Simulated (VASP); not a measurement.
Set up this calculation in VASP 6.6.1, as the native input.

```
Task                   : single point
Functional             : PBEsol
Potentials or basis    : VASP PAW PBE potentials, release 64 (V_sv)
Cutoff                 : 520 eV
k mesh                 : 20 × 20 × 20
Occupations            : gaussian, width 0.1 eV
Spin                   : no spin polarisation
Dipole correction      : no
Further INCAR settings : ALGO = Normal; EDIFF = 1e-06; NBANDS = 12
```

The structure of V lies in POSCAR:

```
V
1.0
   -1.4336395305      1.4336395305      1.4336395305
    1.4336395305     -1.4336395305      1.4336395305
    1.4336395305      1.4336395305     -1.4336395305
V
1
Direct
    0.0000000000      0.0000000000      0.0000000000
```

This cell differs from its parent crystal: volume scaled by 0.91.

The input as run:

INCAR

```
PREC = Accurate
ENCUT = 520
EDIFF = 1E-6
ISMEAR = 0
SIGMA = 0.1
LREAL = False
LASPH = True
NELM = 60
ALGO = Normal
ISIF = 2
LWAVE = False
LCHARG = True
GGA = PS
LELF = True
LVHAR = True
NBANDS = 12
```

KPOINTS

```
regular mesh
0
Gamma
  20 20 20
```

Potentials or basis: VASP PAW PBE potentials, release 64 (V_sv).

Run with:

```sh
$ cat potpaw_PBE.64/V_sv/POTCAR > POTCAR
$ mpirun -np 1 vasp_std > vasp.out
```

Results of the run:

| Property | Result |
| --- | --- |
| Pressure | 22.5 GPa |

Caveat: the PAW data sets were made with another functional, which shifts forces and pressure a little.

It took 10 s on 1 thread of Intel(R) Xeon(R) 6975P-C (Granite Rapids), with other jobs on the host, peak memory 0.14 GiB.
